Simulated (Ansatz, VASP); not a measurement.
Given: the input of a run of VASP 6.6.1 on MgO.

The input INCAR:

```
ALGO = Normal ; EDIFF = 1E-7
ENCUT = 520 ; GGA = CA
ISIF = 2 ; ISMEAR = 0
LASPH = T ; LCHARG = F
LREAL = F ; LWAVE = F
NBANDS = 11 ; NELM = 100
PREC = Accurate ; SIGMA = 0.05
```

The input KPOINTS:

```
k-points
0
Gamma
  10 10 10
```

File POSCAR:

```
MgO
1.0
    2.9380209034      0.0000000000      0.0000000000
   -1.4690104517      2.5444007392      0.0000000000
    0.0000000000      0.0000000000      2.6796800000
Mg O
1 1
Direct
    0.0000000000      0.0000000000      0.0000000000
    0.3333333333      0.6666666667      0.5000000000
```

Potentials or basis: VASP PAW LDA potentials, release 64 (Mg, O).

The run is started by

```console
$ cat potpaw_LDA.64/Mg/POTCAR potpaw_LDA.64/O/POTCAR > POTCAR
$ mpirun -np 1 vasp_std > vasp.out
```

Set up the same calculation for Ansatz 0.2.0. Potentials there: all-electron LAPW, scalar-relativistic.

As run (the cutoff follows the program's own potentials):

input.yaml

```yaml
crystal:
  lattice:
    - [2.9380209034, 0.0, 0.0]
    - [-1.4690104517, 2.5444007392, 0.0]
    - [0.0, 0.0, 2.67968]
  atoms:
    - { symbol: Mg, position: [0.0, 0.0, 0.0] }
    - { symbol: O, position: [0.3333333333, 0.6666666667, 0.5] }
kpoints:
  mp_grid: { grid: [10, 10, 10] }
scf:
  occupations: { method: gaussian, width: 0.05 }
hamiltonian:
  xc: lda
  pseudopotentials: { kind: all_electron, lapw: { basis_error: 0.001 } }
output:
  forces: true
  stress: true
  eigenvalues: true
```

Potentials or basis: all-electron LAPW, scalar-relativistic.

Run with:

```sh
$ ansatz run input.yaml --threads 1 --pin off --max-ram 3072MiB --backend cpu --events-out ev --progress --plain --runs-dir out
```

Both were run:

|  | VASP | Ansatz | Ansatz less VASP |
| --- | --- | --- | --- |
| gap on the k mesh at the Fermi level (eV) | 2.95 | 2.96 | +0.003 |
| least direct gap on the mesh (eV) | 3.35 | 3.35 | 0.000 |
| pressure (GPa) | -11.0 | -9.2 | +1.78 |
| traceless stress, the component that is largest in VASP (GPa) | -1.06 | -0.84 | +0.216 |

LDA's correlation is that of Perdew and Zunger in VASP and of Perdew and Wang (1992) in Ansatz. Ansatz ran all-electron here, and VASP with PAW potentials.
